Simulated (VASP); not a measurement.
# SiGe2 in VASP: single point with PBE

Aim: the single point of SiGe2 with PBE.

Program: VASP 6.6.1. These are calculated values, not measurements. Logs are shortened: lines on timing, memory, paths and dates and some standing lists are left out, and cuts for length are marked.

**1. The cell of the first run**

The typed cell holds 12 atoms: a = 4.027 Å, b = 8.043 Å, c = 8.841 Å, α = 103.15°, β = 103.18°, γ = 90.01°.

**2. Single point, PBE**

File INCAR:

```
SYSTEM = SiGe2
  PREC = Accurate
  ENCUT = 520
  EDIFF = 1E-6
  ISMEAR = 0
  SIGMA = 0.1
  LREAL = .False.
  LASPH = .True.
  NELM = 80
  ALGO = Normal
  ISIF = 2
  LWAVE = .False.
  LCHARG = .False.
  GGA = PE
  NBANDS = 76
```

File KPOINTS:

```
regular mesh
0
Gamma
  4 2 4
  0 0 0
```

File POSCAR:

```
SiGe2
1.0
   -0.0004988039     -4.0272577542     -0.0000851543
    8.0430985303      0.0009932258      0.0006298542
   -2.0120662748      2.0158341166      8.3697205711
Si Ge
4 8
Direct
    0.4609970686      0.3554845687      0.4219119514
    0.4610355541      0.8554834167      0.4219118972
    0.5391195263      0.1445365384      0.5780823341
    0.5389327494      0.6445468936      0.5780891184
    0.8790174976      0.3144903305      0.2580281615
    0.8790515961      0.8144891364      0.2580195986
    0.7927102447      0.0213944023      0.0856543134
    0.7929279836      0.5213950654      0.0856744939
    0.1210999089      0.1855054224      0.7419714949
    0.1208975380      0.6854929154      0.7419850526
    0.2072076162      0.4785875026      0.9143425073
    0.2070027167      0.9785938074      0.9143290764
```

Potentials or basis: VASP PAW PBE potentials, release 64 (Si, Ge_d).

On the command line:

```sh
$ cat potpaw_PBE.64/Si/POTCAR potpaw_PBE.64/Ge_d/POTCAR > POTCAR
$ mpirun -np 1 vasp_std > vasp.out
```

OUTCAR:

```text
SYSTEM = SiGe2
   PREC = Accurate
   ENCUT = 520
   EDIFF = 1E-6
   ISMEAR = 0
   LREAL = .False.
   LASPH = .True.
   NELM = 80
   ISIF = 2
   GGA = PE

 ion  position               nearest neighbor table
   1  0.461  0.355  0.422-   4 2.40   3 2.40   5 2.44   5 2.44
   2  0.461  0.855  0.422-   3 2.40   4 2.40   6 2.44   6 2.44
   3  0.539  0.145  0.578-   2 2.40   1 2.40   9 2.44   9 2.44
   4  0.539  0.645  0.578-   2 2.40   1 2.40  10 2.44  10 2.44
   5  0.879  0.314  0.258-   1 2.44   1 2.44   7 2.47   8 2.47
   6  0.879  0.814  0.258-   2 2.44   2 2.44   8 2.47   7 2.47
   7  0.793  0.021  0.086-  12 2.47  12 2.47   5 2.47   6 2.47
   8  0.793  0.521  0.086-  11 2.47  11 2.47   6 2.47   5 2.47
   9  0.121  0.186  0.742-   3 2.44   3 2.44  11 2.47  12 2.47
  10  0.121  0.685  0.742-   4 2.44   4 2.44  12 2.47  11 2.47
  11  0.207  0.479  0.914-   8 2.47   8 2.47   9 2.47  10 2.47
  12  0.207  0.979  0.914-   7 2.47   7 2.47  10 2.47   9 2.47

  LATTYP: Found a triclinic cell.
 ALAT       =    10.5120744308
 B/A-ratio  =     0.7651295345
 C/A-ratio  =     0.3831078074
 COS(alpha) =     0.0002473466
 COS(beta)  =     0.1919460628
 COS(gamma) =     0.5738103136

  Lattice vectors:

 A1 = (   6.0310322555,   2.0168273424,   8.3703504253)
 A2 = (   8.0430985303,   0.0009932258,   0.0006298542)
 A3 = (   0.0004988039,   4.0272577542,   0.0000851543)

Analysis of symmetry for initial positions (statically):
=====================================================================
 Subroutine PRICEL returns:
 Original cell was already a primitive cell.

 Routine SETGRP: Setting up the symmetry group for a
 triclinic supercell.

 Subroutine GETGRP returns: Found  1 space group operations
 (whereof  1 operations were pure point group operations)
 out of a pool of  2 trial point group operations.

The static configuration has the point symmetry C_1 .

Analysis of symmetry for dynamics (positions and initial velocities):
=====================================================================
 Subroutine PRICEL returns:
 Original cell was already a primitive cell.

 Routine SETGRP: Setting up the symmetry group for a
 triclinic supercell.

 Subroutine GETGRP returns: Found  1 space group operations
 (whereof  1 operations were pure point group operations)
 out of a pool of  2 trial point group operations.

The dynamic configuration has the point symmetry C_1 .

 Subroutine INISYM returns: Found  1 space group operations
 (whereof  1 operations are pure point group operations),
 and found     1 'primitive' translations

----------------------------------------------------------------------------------------

                                     Primitive cell

  volume of cell :     271.1126

  direct lattice vectors                    reciprocal lattice vectors
    -0.000498804 -4.027257754 -0.000085154     0.000025979 -0.248309189  0.059811125
     8.043098530  0.000993226  0.000629854     0.124327855 -0.000016031  0.029892061
    -2.012066275  2.015834117  8.369720571    -0.000009356 -0.000002525  0.119476661

  length of vectors
     4.027257786  8.043098616  8.841053123     0.255411090  0.127870838  0.119476661

  position of ions in fractional coordinates (direct lattice)
     0.460997069  0.355484569  0.421911951
     0.461035554  0.855483417  0.421911897
     0.539119526  0.144536538  0.578082334
     0.538932749  0.644546894  0.578089118
     0.879017498  0.314490330  0.258028162
     0.879051596  0.814489136  0.258019599
     0.792710245  0.021394402  0.085654313
     0.792927984  0.521395065  0.085674494
     0.121099909  0.185505422  0.741971495
     0.120897538  0.685492915  0.741985053
     0.207207616  0.478587503  0.914342507
     0.207002717  0.978593807  0.914329076

  ion indices of the primitive-cell ions
   primitive index   ion index
                 1           1
                 2           2
                 3           3
                 4           4
                 5           5
                 6           6
                 7           7
                 8           8
                 9           9
                10          10
                11          11
                12          12

----------------------------------------------------------------------------------------

 KPOINTS: regular mesh

Automatic generation of k-mesh.
 Grid dimensions read from file:
 generate k-points for:    4    2    4

 Generating k-lattice:

  Cartesian coordinates                     Fractional coordinates (reciprocal lattice)
     0.000006495 -0.062077297  0.014952781     0.250000000  0.000000000  0.000000000
     0.062163928 -0.000008015  0.014946031     0.000000000  0.500000000  0.000000000
    -0.000002339 -0.000000631  0.029869165    -0.000000000  0.000000000  0.250000000

  Length of vectors
     0.063852772  0.063935419  0.029869165

  Shift w.r.t. Gamma in fractional coordinates (k-lattice)
     0.000000000  0.000000000  0.000000000

 Subroutine IBZKPT returns following result:
 ===========================================

 Found     20 irreducible k-points:

 Following reciprocal coordinates:
            Coordinates               Weight
  0.000000  0.000000  0.000000      1.000000
  0.250000  0.000000 -0.000000      2.000000
  0.500000  0.000000 -0.000000      1.000000
 -0.000000  0.500000 -0.000000      1.000000
  0.250000  0.500000 -0.000000      2.000000
  0.500000  0.500000 -0.000000      1.000000
[... 12 lines left out ...]
  0.250000  0.500000  0.500000      2.000000
  0.500000  0.500000  0.500000      1.000000
   k-points           NKPTS =     20   k-points in BZ     NKDIM =     20   number of bands    NBANDS=     76
   number of dos      NEDOS =    301   number of ions     NIONS =     12
   total plane-waves  NPLWV = 126000
   dimension x,y,z NGX =    30 NGY =   60 NGZ =   70
   dimension x,y,z NGXF=    60 NGYF=  120 NGZF=  140
   ions per type =               4   8
   NGX,Y,Z   is equivalent  to a cutoff of  12.38, 12.40, 13.16 a.u.
   NGXF,Y,Z  is equivalent  to a cutoff of  24.77, 24.80, 26.33 a.u.
 SYSTEM =  SiGe2
   PREC   = accura    normal or accurate (medium, high low for compatibility)
   ISTART =      0    job   : 0-new  1-cont  2-samecut
   ICHARG =      2    charge: 1-file 2-atom 10-const
   ISPIN  =      1    spin polarized calculation?
   LNONCOLLINEAR =      F non collinear calculations
   LSORBIT =      F    spin-orbit coupling
   LASPH  =      T    aspherical Exc in radial PAW
   ENCUT  =  520.0 eV  38.22 Ry    6.18 a.u.   7.49 14.95 16.44*2*pi/ulx,y,z
   NELM   =     80;   NELMIN=  2; NELMDL= -5     # of ELM steps
   EDIFF  = 0.1E-05   stopping-criterion for ELM
   LREAL  =      F    real-space projection
   EDIFFG = 0.1E-04   stopping-criterion for IOM
   NSW    =      0    number of steps for IOM
   IBRION =     -1    ionic relax: 0-MD 1-quasi-New 2-CG
   NFREE  =      0    steps in history (QN), initial steepest desc. (CG)
   ISIF   =      2    stress and relaxation
   ISYM   =      2    0-nonsym 1-usesym 2-fastsym
   POTIM  = 0.5000    time-step for ionic-motion
   TEBEG  =    0.0;   TEEND  =   0.0 temperature during run
   PSTRESS=    0.0 pullay stress
   NELECT =     128.0000    total number of electrons
   NUPDOWN=      -1.0000    fix difference up-down
   EMIN   =  10.00;   EMAX   =-10.00  energy-range for DOS
   EFERMI =   0.00;   METHOD = LEGACY
   ISMEAR =     0;   SIGMA  =   0.10  broadening in eV -4-tet -1-fermi 0-gaus
   EFERMI_NEDOS =   21; number of points for ismear=-14 and -15
   IALGO  =     38    algorithm
   IMIX   =      4    mixing-type and parameters
     AMIX     =   0.40;   BMIX     =  1.00
     AMIX_MAG =   1.60;   BMIX_MAG =  1.00
  volume/ion in A,a.u.               =      22.59       152.46
  Fermi-wavevector in a.u.,A,eV,Ry     =   1.274759  2.408946 22.109626  1.625012
  Thomas-Fermi vector in A             =   2.407510
   LORBIT       =      0    0 simple, 1 ext, 2 COOP (PROOUT), +10 PAW based schemes
   GGA     = PE    functional components
   LHFCALC =     F    Hartree Fock is set to
   AEXX    =    0.0000 exact exchange contribution
   IVDW    =     0    specifies the selected vdW correction
   LEPSILON=     F    determine dielectric tensor
   LRPA    =     F    only Hartree local field effects (RPA)
 non-spin polarized calculation
 Gauss-broadening in eV      SIGMA  =   0.10
  energy-cutoff  :      520.00
  volume of cell :      271.11
 maximum number of plane-waves:      7361
 NGX is ok and might be reduce to    30
   NGX = 15   NGY = 29   NGZ = 33

 number of electron     127.9999937 magnetization

 Free energy of the ion-electron system (eV)
  ---------------------------------------------------
  ext. energy  EPLUGINS =         0.00000000
  ---------------------------------------------------
  free energy    TOTEN  =       -57.23226943 eV

  energy without entropy =      -57.23196619  energy(sigma->0) =      -57.23211781

 E-fermi :   5.1009     XC(G=0):  -9.5958

 val. band max:        4.9360890566   @ k =   0.0000   0.0000   0.0000
 cond. band min:       5.2720130705   @ k =   0.0000   0.0000   0.0000
 fundamental gap:      0.3359240139
 Fermi energy:         5.1008578902

 k-point     1 :       0.0000    0.0000    0.0000
  band No.  band energies     occupation
      1     -19.7186      2.00000
      2     -19.7125      2.00000
      3     -19.7095      2.00000
      4     -19.7089      2.00000
      5     -19.6917      2.00000
      6     -19.6838      2.00000
[... 68 lines left out ...]
     75       7.4675      0.00000
     76       8.3685      0.00000
[... 1499 lines left out ...]
     75       9.3272      0.00000
     76       9.3989      0.00000

------------------------ aborting loop because EDIFF is reached ----------------------------------------

  FORCE on cell =-STRESS in cart. coord.  units (eV):
  Direction    XX          YY          ZZ          XY          YZ          ZX
  --------------------------------------------------------------------------------------
  -------------------------------------------------------------------------------------
  Total       -0.0204387     -0.0955018     -0.0666966     -0.0186445     -0.0372058      0.0127775
  in kB       -0.1207855     -0.5643809     -0.3941526     -0.1101824     -0.2198729      0.0755103
  external PRESSURE =      -0.3597730 kB  Pullay stress =       0.0000000 kB

 VOLUME and BASIS-vectors are now :
 -----------------------------------------------------------------------------
  energy-cutoff  :      520.00
  volume of cell :      271.11
      direct lattice vectors                 reciprocal lattice vectors
    -0.000498804 -4.027257754 -0.000085154     0.000025979 -0.248309189  0.059811125
     8.043098530  0.000993226  0.000629854     0.124327855 -0.000016031  0.029892061
    -2.012066275  2.015834117  8.369720571    -0.000009356 -0.000002525  0.119476661

 POSITION                                       TOTAL-FORCE (eV/Angst)
 -----------------------------------------------------------------------------------
      2.01005     -1.00570      3.53147         0.000304     -0.000212      0.010266
      6.03159     -1.00535      3.53178         0.000139     -0.000210      0.009646
     -0.00089     -1.00571      4.83843         0.000041      0.000734     -0.009758
      4.02073     -1.00445      4.83880        -0.001121      0.000496     -0.009675
      2.00987     -3.01958      2.15975         0.001083      0.000111      0.005463
      6.03143     -3.01923      2.15999         0.001923      0.000018      0.005962
     -0.00066     -3.01976      0.71685         0.000080     -0.001236     -0.003325
      4.02085     -3.02010      0.71733        -0.000177     -0.000333     -0.004473
     -0.00092      1.00818      6.21020        -0.001905      0.000696     -0.005739
      4.02050      1.00951      6.21063        -0.000881     -0.000867     -0.006291
      2.00951      1.00916      7.65308         0.000379      0.000618      0.004129
      6.03113      1.01045      7.65328         0.000134      0.000186      0.003794
 -----------------------------------------------------------------------------------
    total drift:                               -0.000056     -0.000000      0.000081

  FREE ENERGIE OF THE ION-ELECTRON SYSTEM (eV)
  ---------------------------------------------------
  free  energy   TOTEN  =       -57.2322694268 eV

  energy  without entropy=      -57.2319661864  energy(sigma->0) =      -57.23211781
```

Wall time 9.9 min (1 thread of Intel Xeon Platinum 8175M at 2.50GHz (Skylake/Cascade Lake), shared host); peak memory 0.52 GiB.

What came out:

* Free energy: -57.2323 eV
* Pressure: 0.0 GPa
* Largest force: 0.010 eV/Å
* Band gap on the k mesh: 0.34 eV

Forces on the atoms (eV/Å):
```
Si   0.000  0.000  0.010
Si   0.000  0.000  0.010
Si   0.000  0.001 -0.010
Si  -0.001  0.000 -0.010
Ge   0.001  0.000  0.005
Ge   0.002  0.000  0.006
Ge   0.000 -0.001 -0.003
Ge   0.000  0.000 -0.004
Ge  -0.002  0.001 -0.006
Ge  -0.001 -0.001 -0.006
Ge   0.000  0.001  0.004
Ge   0.000  0.000  0.004
```

Caveat: semilocal functionals underestimate gaps, and a narrow one can read as zero. A k mesh can miss the band edges.
